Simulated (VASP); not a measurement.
Input of a VASP 6.6.1 run:

INCAR

```
PREC = Accurate
ENCUT = 520
EDIFF = 1E-6
ISMEAR = -1
SIGMA = 0.02
LREAL = Auto
LASPH = T
NELM = 150
ALGO = Normal
ISIF = 2
LWAVE = F
LCHARG = F
ISPIN = 2
MAGMOM = 0 0 0 0 0 0 0 0 0 0 0 0 0 0 0 0 0 0 0 0 0 0 0 0 0 0 0 0 0 0 1
LORBIT = 11
GGA = PS
NBANDS = 72
```

File KPOINTS:

```
regular mesh
0
Gamma
  2 2 1
```

The input POSCAR:

```
H10C20N
1.0
    5.0487420000      0.0000000000      0.0000000000
    0.0000000000      5.0487420000      0.0000000000
    0.0000000000      0.0000000000     17.1647000000
H C N
10 20 1
Direct
    0.4277897346      0.0000000000      0.0582591015
    0.0722160095      0.0000000000      0.0582591015
    0.9277954786      0.0000000000      0.0582591015
    0.5722217535      0.0000000000      0.0582591015
    0.4277897346      0.5000057440      0.0582591015
    0.0722160095      0.5000057440      0.0582591015
    0.9277954786      0.5000057440      0.0582591015
    0.5722217535      0.5000057440      0.0582591015
    0.2287500530      0.3455514265      0.4187722477
    0.6039524301      0.4489237121      0.3627735993
    0.2500028720      0.0000000000      0.0952361533
    0.7500086160      0.0000000000      0.0952361533
    0.2500028720      0.5000057440      0.0952361533
    0.7500086160      0.5000057440      0.0952361533
    0.2500028720      0.2500028720      0.1472324014
    0.7500086160      0.2500028720      0.1472324014
    0.2500028720      0.7500086160      0.1472324014
    0.7500086160      0.7500086160      0.1472324014
    0.0098440364      0.2457245785      0.1958904030
    0.4987975222      0.2380593027      0.1926686747
    0.0051299908      0.7313505028      0.1962166539
    0.4995699919      0.7304789985      0.1931289216
   -0.0005347867      0.0000792277      0.2542951523
    0.5005999514      0.0002376830      0.2514637599
    0.0138252262      0.4878641056      0.2605929611
    0.5104836017      0.4758016948      0.2533513548
    0.2526371916      0.0780590492      0.2771793273
    0.7514545207      0.0973905975      0.2826382052
    0.2696909448      0.3639322429      0.2969291628
    0.7598922662      0.4015851870      0.2886155890
    0.3702506486      0.4123997622      0.3766800468
```

Potentials or basis: VASP PAW PBE potentials, release 64 (H, C, N).

Command:

```sh
$ cat potpaw_PBE.64/H/POTCAR potpaw_PBE.64/C/POTCAR potpaw_PBE.64/N/POTCAR > POTCAR
$ mpirun -np 1 vasp_std > vasp.out
```

Q: Estimate the largest force.

A: 9.001 eV/Å.

Q: What does it give for the net moment?

A: 0.00 μB per cell.

Forces in eV/Å, atoms in the order of the input:
```
H   -8.981 -0.062  0.041
H    8.975 -0.098  0.016
H   -9.000 -0.095 -0.012
H    8.929 -0.052  0.075
H   -8.943 -0.014  0.029
H    8.972 -0.038  0.015
H   -8.995 -0.052 -0.012
H    8.953 -0.022 -0.006
H    1.702  0.598 -0.572
H   -1.403 -0.647  1.410
C   -0.241 -0.062  0.636
C    0.491  0.009  0.871
C   -0.183 -0.138  0.457
C    0.143 -0.149  0.480
C    0.481 -0.456 -4.017
C    0.736 -0.402 -3.168
C    0.046 -1.132 -2.059
C    0.567 -1.574 -1.811
C   -0.937  1.858 -0.362
C    0.831  2.309 -0.134
C   -0.699  2.070  5.284
C    0.602  1.584  6.317
C   -0.087 -2.564 -3.287
C    1.229 -2.606 -3.420
C    0.567 -1.591 -4.889
C   -0.960 -0.814 -5.692
C   -0.505  1.178  4.214
C    0.187  2.196  2.958
C    0.591  3.625  3.538
C   -0.822 -2.344  3.293
N   -2.246 -0.516 -0.196
```

Caveat: the k points lie up to 0.62 Å⁻¹ apart; the PAW data sets were made with another functional, which shifts forces and pressure a little.
